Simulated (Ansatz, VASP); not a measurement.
# One calculation of SF6, two programs

```
S F
1.0
    14.13182    0.00000    0.00000
     0.00000   14.50000    0.00000
     0.00000    0.00000   15.00000
S F
1 6
Direct
  0.50091 0.49921 0.50031
  0.61081 0.50023 0.49913
  0.38919 0.49910 0.50087
  0.49959 0.60960 0.49929
  0.49953 0.39040 0.50142
  0.49898 0.49951 0.60541
  0.49979 0.50003 0.39459
```

Alike in both runs: task relaxation of the atoms; functional PBE; dispersion D3(BJ); k mesh 1 × 1 × 1; occupations gaussian, width 0.005 eV; no spin polarisation.

|  | VASP | Ansatz |
| --- | --- | --- |
| version | VASP 6.6.1 | Ansatz 0.2.0 |
| potentials or method | VASP PAW PBE potentials, release 64 (S, F), cutoff 520 eV | scalar-relativistic, plane waves, PAW |
| valence electrons in the cell | 48 | 48 |

```csv
,VASP,Ansatz,Ansatz less VASP
"gap on the k mesh at the Fermi level, each at its own relaxed structure (eV)",6.44,6.63,+0.186
```
